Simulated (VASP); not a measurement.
# Zn2InO (P4/mmm) in VASP: a series of runs

The runs below take Zn2InO through single point, with PBE.

All numbers are computed with VASP 6.6.1; they aren't measurements. Logs are shortened: lines on timing, memory, paths and dates and some standing lists are left out, and cuts for length are marked.

**1. The cell of the first run**

It takes space group P4/mmm (No. 123, tetragonal). The conventional cell has a = 4.343 Å, b = 4.343 Å, c = 3.282 Å, α = 90.00°, β = 90.00°, γ = 90.00°. Zn (site symmetry mmm) has 2 O at 2.17 Å and 4 In at 2.72 Å within 2.9 Å. Within 3.6 Å of In (site symmetry 4/mmm) lie 8 Zn at 2.72 Å and 2 In at 3.28 Å and 8 O at 3.48 Å. O (site symmetry 4/mmm) has 4 Zn at 2.17 Å within 2.9 Å.

**2. Single point, PBE**

File INCAR:

```
ALGO = Normal
EDIFF = 1E-6
ENCUT = 520
GGA = PE
ISIF = 2
ISMEAR = 0
LASPH = T
LCHARG = F
LREAL = F
LWAVE = F
NBANDS = 30
NELM = 60
PREC = Accurate
SIGMA = 0.1
```

File KPOINTS:

```
k-points
0
Gamma
  4 4 6
```

File POSCAR:

```
Zn2InO
1.0
    4.3433002200      0.0000000000      0.0000000000
    0.0000000000      4.3433002200      0.0000000000
    0.0000000000      0.0000000000      3.2818150400
Zn In O
2 1 1
Direct
    0.0000000000      0.5000000000      0.5000000000
    0.5000000000      0.0000000000      0.5000000000
    0.0000000000      0.0000000000      0.0000000000
    0.5000000000      0.5000000000      0.5000000000
```

Potentials or basis: VASP PAW PBE potentials, release 64 (Zn, In_d, O).

On the command line:

```bash
$ cat potpaw_PBE.64/Zn/POTCAR potpaw_PBE.64/In_d/POTCAR potpaw_PBE.64/O/POTCAR > POTCAR
$ mpirun -np 1 vasp_std > vasp.out
```

OUTCAR:

```text
EDIFF = 1E-6
   ENCUT = 520
   GGA = PE
   ISIF = 2
   ISMEAR = 0
   LASPH = T
   LREAL = F
   NELM = 60
   PREC = Accurate

 ion  position               nearest neighbor table
   1  0.000  0.500  0.500-   4 2.17   4 2.17   3 2.72   3 2.72   3 2.72   3 2.72
   2  0.500  0.000  0.500-   4 2.17   4 2.17   3 2.72   3 2.72   3 2.72   3 2.72
   3  0.000  0.000  0.000-   1 2.72   2 2.72   1 2.72   2 2.72   1 2.72   1 2.72   2 2.72   2 2.72

   4  0.500  0.500  0.500-   1 2.17   2 2.17   2 2.17   1 2.17

  LATTYP: Found a simple tetragonal cell.
 ALAT       =     4.3433002200
 C/A-ratio  =     0.7556040047

  Lattice vectors:

 A1 = (   4.3433002200,   0.0000000000,   0.0000000000)
 A2 = (   0.0000000000,   4.3433002200,   0.0000000000)
 A3 = (   0.0000000000,   0.0000000000,   3.2818150400)

Analysis of symmetry for initial positions (statically):
=====================================================================
 Subroutine PRICEL returns:
 Original cell was already a primitive cell.

 Routine SETGRP: Setting up the symmetry group for a
 simple tetragonal supercell.

 Subroutine GETGRP returns: Found 16 space group operations
 (whereof 16 operations were pure point group operations)
 out of a pool of 16 trial point group operations.

The static configuration has the point symmetry D_4h.

Analysis of symmetry for dynamics (positions and initial velocities):
=====================================================================
 Subroutine PRICEL returns:
 Original cell was already a primitive cell.

 Routine SETGRP: Setting up the symmetry group for a
 simple tetragonal supercell.

 Subroutine GETGRP returns: Found 16 space group operations
 (whereof 16 operations were pure point group operations)
 out of a pool of 16 trial point group operations.

The dynamic configuration has the point symmetry D_4h.

 Subroutine INISYM returns: Found 16 space group operations
 (whereof 16 operations are pure point group operations),
 and found     1 'primitive' translations

----------------------------------------------------------------------------------------

                                     Primitive cell

  volume of cell :      61.9090

  direct lattice vectors                    reciprocal lattice vectors
     4.343300220  0.000000000  0.000000000     0.230239668  0.000000000  0.000000000
     0.000000000  4.343300220  0.000000000     0.000000000  0.230239668  0.000000000
     0.000000000  0.000000000  3.281815040     0.000000000  0.000000000  0.304709433

  length of vectors
     4.343300220  4.343300220  3.281815040     0.230239668  0.230239668  0.304709433

  position of ions in fractional coordinates (direct lattice)
     0.000000000  0.500000000  0.500000000
     0.500000000  0.000000000  0.500000000
     0.000000000  0.000000000  0.000000000
     0.500000000  0.500000000  0.500000000

  ion indices of the primitive-cell ions
   primitive index   ion index
                 1           1
                 2           2
                 3           3
                 4           4

----------------------------------------------------------------------------------------

 KPOINTS: k-points

Automatic generation of k-mesh.
 Grid dimensions read from file:
 generate k-points for:    4    4    6

 Generating k-lattice:

  Cartesian coordinates                     Fractional coordinates (reciprocal lattice)
     0.057559917  0.000000000  0.000000000     0.250000000  0.000000000  0.000000000
     0.000000000  0.057559917  0.000000000     0.000000000  0.250000000  0.000000000
     0.000000000  0.000000000  0.050784905     0.000000000  0.000000000  0.166666667

  Length of vectors
     0.057559917  0.057559917  0.050784905

  Shift w.r.t. Gamma in fractional coordinates (k-lattice)
     0.000000000  0.000000000  0.000000000

 Subroutine IBZKPT returns following result:
 ===========================================

 Found     24 irreducible k-points:

 Following reciprocal coordinates:
            Coordinates               Weight
  0.000000  0.000000  0.000000      1.000000
  0.250000  0.000000  0.000000      4.000000
  0.500000  0.000000  0.000000      2.000000
  0.250000  0.250000  0.000000      4.000000
  0.500000  0.250000  0.000000      4.000000
  0.500000  0.500000  0.000000      1.000000
[... 16 lines left out ...]
  0.500000  0.250000  0.500000      4.000000
  0.500000  0.500000  0.500000      1.000000
   k-points           NKPTS =     24   k-points in BZ     NKDIM =     24   number of bands    NBANDS=     30
   number of dos      NEDOS =    301   number of ions     NIONS =      4
   total plane-waves  NPLWV =  24576
   dimension x,y,z NGX =    32 NGY =   32 NGZ =   24
   dimension x,y,z NGXF=    64 NGYF=   64 NGZF=   48
   ions per type =               2   1   1
   NGX,Y,Z   is equivalent  to a cutoff of  12.25, 12.25, 12.16 a.u.
   NGXF,Y,Z  is equivalent  to a cutoff of  24.50, 24.50, 24.32 a.u.
 SYSTEM =  unknown system
   PREC   = accura    normal or accurate (medium, high low for compatibility)
   ISTART =      0    job   : 0-new  1-cont  2-samecut
   ICHARG =      2    charge: 1-file 2-atom 10-const
   ISPIN  =      1    spin polarized calculation?
   LNONCOLLINEAR =      F non collinear calculations
   LSORBIT =      F    spin-orbit coupling
   LASPH  =      T    aspherical Exc in radial PAW
   ENCUT  =  520.0 eV  38.22 Ry    6.18 a.u.   8.08  8.08  6.10*2*pi/ulx,y,z
   NELM   =     60;   NELMIN=  2; NELMDL= -5     # of ELM steps
   EDIFF  = 0.1E-05   stopping-criterion for ELM
   LREAL  =      F    real-space projection
   EDIFFG = 0.1E-04   stopping-criterion for IOM
   NSW    =      0    number of steps for IOM
   IBRION =     -1    ionic relax: 0-MD 1-quasi-New 2-CG
   NFREE  =      0    steps in history (QN), initial steepest desc. (CG)
   ISIF   =      2    stress and relaxation
   ISYM   =      2    0-nonsym 1-usesym 2-fastsym
   POTIM  = 0.5000    time-step for ionic-motion
   TEBEG  =    0.0;   TEEND  =   0.0 temperature during run
   PSTRESS=    0.0 pullay stress
   NELECT =      43.0000    total number of electrons
   NUPDOWN=      -1.0000    fix difference up-down
   EMIN   =  10.00;   EMAX   =-10.00  energy-range for DOS
   EFERMI =   0.00;   METHOD = LEGACY
   ISMEAR =     0;   SIGMA  =   0.10  broadening in eV -4-tet -1-fermi 0-gaus
   EFERMI_NEDOS =   21; number of points for ismear=-14 and -15
   IALGO  =     38    algorithm
   IMIX   =      4    mixing-type and parameters
     AMIX     =   0.40;   BMIX     =  1.00
     AMIX_MAG =   1.60;   BMIX_MAG =  1.00
  volume/ion in A,a.u.               =      15.48       104.45
  Fermi-wavevector in a.u.,A,eV,Ry     =   1.449817  2.739756 28.599011  2.101968
  Thomas-Fermi vector in A             =   2.567500
   LORBIT       =      0    0 simple, 1 ext, 2 COOP (PROOUT), +10 PAW based schemes
   GGA     = PE    functional components
   LHFCALC =     F    Hartree Fock is set to
   AEXX    =    0.0000 exact exchange contribution
   IVDW    =     0    specifies the selected vdW correction
   LEPSILON=     F    determine dielectric tensor
   LRPA    =     F    only Hartree local field effects (RPA)
 non-spin polarized calculation
 Gauss-broadening in eV      SIGMA  =   0.10
  energy-cutoff  :      520.00
  volume of cell :       61.91
 maximum number of plane-waves:      1688
   NGX = 17   NGY = 17   NGZ = 13

 number of electron      42.9999973 magnetization

 Free energy of the ion-electron system (eV)
  ---------------------------------------------------
  ext. energy  EPLUGINS =         0.00000000
  ---------------------------------------------------
  free energy    TOTEN  =        -9.93195551 eV

  energy without entropy =       -9.91784581  energy(sigma->0) =       -9.92490066

 E-fermi :   4.6670     XC(G=0): -11.1152

 val. band max:        4.6528788808   @ k =   0.0000   0.0000   0.1667
 cond. band min:       4.7517157905   @ k =   0.2500   0.0000   0.3333
 fundamental gap:      0.0988369097
 Fermi energy:         4.6669577679

 k-point     1 :       0.0000    0.0000    0.0000
  band No.  band energies     occupation
      1     -12.9148      2.00000
      2     -10.1935      2.00000
      3     -10.0726      2.00000
      4      -9.9618      2.00000
      5      -9.9618      2.00000
      6      -9.9093      2.00000
[... 22 lines left out ...]
     29      15.0719      0.00000
     30      15.3733      0.00000

 k-point     2 :       0.2500    0.0000    0.0000
  band No.  band energies     occupation
      1     -12.8480      2.00000
      2     -10.1846      2.00000
      3     -10.0470      2.00000
      4      -9.9609      2.00000
      5      -9.9507      2.00000
      6      -9.9145      2.00000
[... 22 lines left out ...]
     29      14.5631      0.00000
     30      16.5838      0.00000

 k-point     3 :       0.5000    0.0000    0.0000
  band No.  band energies     occupation
      1     -12.7788      2.00000
      2     -10.1759      2.00000
      3     -10.0214      2.00000
      4      -9.9599      2.00000
      5      -9.9396      2.00000
      6      -9.9197      2.00000
[... 22 lines left out ...]
     29      14.5044      0.00000
     30      16.8709      0.00000

 k-point     4 :       0.2500    0.2500    0.0000
  band No.  band energies     occupation
      1     -12.7880      2.00000
      2     -10.1754      2.00000
      3     -10.0197      2.00000
      4      -9.9498      2.00000
      5      -9.9496      2.00000
      6      -9.9119      2.00000
[... 616 lines left out ...]
     29      13.7661      0.00000
     30      15.1467      0.00000

 k-point    23 :       0.5000    0.2500    0.5000
  band No.  band energies     occupation
      1     -12.5658      2.00000
      2     -10.1645      2.00000
      3     -10.1493      2.00000
      4      -9.9855      2.00000
      5      -9.9003      2.00000
      6      -9.7512      2.00000
[... 22 lines left out ...]
     29      14.3343      0.00000
     30      16.4716      0.00000

 k-point    24 :       0.5000    0.5000    0.5000
  band No.  band energies     occupation
      1     -12.5035      2.00000
      2     -10.1816      2.00000
      3     -10.1816      2.00000
      4      -9.9765      2.00000
      5      -9.9091      2.00000
      6      -9.7446      2.00000
[... 22 lines left out ...]
     29      17.2796      0.00000
     30      17.5411      0.00000

------------------------ aborting loop because EDIFF is reached ----------------------------------------

  FORCE on cell =-STRESS in cart. coord.  units (eV):
  Direction    XX          YY          ZZ          XY          YZ          ZX
  --------------------------------------------------------------------------------------
  -------------------------------------------------------------------------------------
  Total        1.1015259      1.1015259      5.3355005      0.0000000      0.0000000      0.0000000
  in kB       28.5069985     28.5069985    138.0803714      0.0000000      0.0000000      0.0000000
  external PRESSURE =      65.0314561 kB  Pullay stress =       0.0000000 kB

 VOLUME and BASIS-vectors are now :
 -----------------------------------------------------------------------------
  energy-cutoff  :      520.00
  volume of cell :       61.91
      direct lattice vectors                 reciprocal lattice vectors
     4.343300220  0.000000000  0.000000000     0.230239668  0.000000000  0.000000000
     0.000000000  4.343300220  0.000000000     0.000000000  0.230239668  0.000000000
     0.000000000  0.000000000  3.281815040     0.000000000  0.000000000  0.304709433

 POSITION                                       TOTAL-FORCE (eV/Angst)
 -----------------------------------------------------------------------------------
      0.00000      2.17165      1.64091         0.000000      0.000000      0.000000
      2.17165      0.00000      1.64091         0.000000      0.000000      0.000000
      0.00000      0.00000      0.00000         0.000000      0.000000      0.000000
      2.17165      2.17165      1.64091         0.000000      0.000000      0.000000
 -----------------------------------------------------------------------------------
    total drift:                                0.000000      0.000000     -0.000000

  FREE ENERGIE OF THE ION-ELECTRON SYSTEM (eV)
  ---------------------------------------------------
  free  energy   TOTEN  =        -9.9319555079 eV

  energy  without entropy=       -9.9178458145  energy(sigma->0) =       -9.92490066
```

Wall time 17 s (1 thread of Intel Xeon Platinum 8488C (Sapphire Rapids), shared host); peak memory 0.18 GiB.

What came out:

| Property | Result |
| --- | --- |
| Free energy | -9.9320 eV |
| Pressure | 6.5 GPa |

Caveat: the k points lie up to 0.36 Å⁻¹ apart; spin-orbit coupling is left out, which moves the levels of the heavy elements; an odd number of electrons without spin polarisation forces a metal; a magnetic or distorted state may lie lower.

**3. Single point, PBE**

This run uses another cell than the first one, of 18.72 Å³/atom, 1.210 times its volume.

File INCAR:

```
SYSTEM = Zn2InO
ALGO = Normal ; EDIFF = 1E-6
ENCUT = 520 ; GGA = PE
ISIF = 2 ; ISMEAR = 0
LASPH = .TRUE. ; LCHARG = .TRUE.
LELF = .TRUE. ; LREAL = .FALSE.
LVHAR = .TRUE. ; LWAVE = .FALSE.
NBANDS = 30 ; NELM = 60
PREC = Accurate ; SIGMA = 0.1
```

File KPOINTS:

```
k-points
0
G
  4 4 6
  0 0 0
```

File POSCAR:

```
Zn2InO
1.0
    4.0748142380      0.0000000000      0.0000000000
    0.0000000000      4.0748142380      0.0000000000
    0.0000000000      0.0000000000      4.5108943819
Zn In O
2 1 1
Direct
    0.0000000000      0.5000000000      0.5000000000
    0.5000000000      0.0000000000      0.5000000000
    0.0000000000      0.0000000000      0.0000000000
    0.5000000000      0.5000000000      0.5000000000
```

Potentials or basis: VASP PAW PBE potentials, release 64 (Zn, In_d, O).

On the command line:

```bash
$ cat potpaw_PBE.64/Zn/POTCAR potpaw_PBE.64/In_d/POTCAR potpaw_PBE.64/O/POTCAR > POTCAR
$ mpirun -np 1 vasp_std > vasp.out
```

It took 32 s on 1 thread of Intel Xeon Platinum 8488C (Sapphire Rapids), shared host; peak memory 0.2 GiB.

It converged, with:

| Item | Value |
| --- | --- |
| Free energy | -10.5919 eV |
| Pressure | 0.3 GPa |

Stress tensor (GPa, compression positive):
```
0.39 0.00 0.00
0.00 0.39 0.00
0.00 0.00 0.06
```

Levels at points of the mesh, in eV from the Fermi level:
| k point | band 18 | band 19 | band 20 | band 21 | band 22 | band 23 | band 24 | band 25 |
| --- | --- | --- | --- | --- | --- | --- | --- | --- |
| (0.00, 0.00, 0.00) | -5.43 | -5.43 | -4.10 | 0.59 | 1.02 | 1.27 | 2.21 | 2.21 |
| (0.50, 0.00, 0.00) | -4.63 | -3.22 | -3.12 | -2.70 | 0.68 | 2.07 | 3.30 | 3.91 |
| (0.50, 0.50, 0.00) | -5.29 | -5.29 | -2.74 | 0.18 | 0.18 | 3.01 | 3.06 | 3.47 |
| (0.00, 0.00, 0.50) | -5.34 | -5.34 | -4.30 | -2.69 | 1.95 | 3.50 | 3.50 | 4.26 |
| (0.50, 0.00, 0.50) | -4.72 | -4.61 | -3.93 | -1.10 | -0.46 | -0.34 | 4.33 | 4.37 |
| (0.50, 0.50, 0.50) | -4.85 | -3.10 | -3.04 | -2.93 | -1.25 | -1.25 | 2.62 | 2.62 |

Caveat: the k points lie up to 0.39 Å⁻¹ apart; spin-orbit coupling is left out, which moves the levels of the heavy elements; an odd number of electrons without spin polarisation forces a metal; a magnetic or distorted state may lie lower.
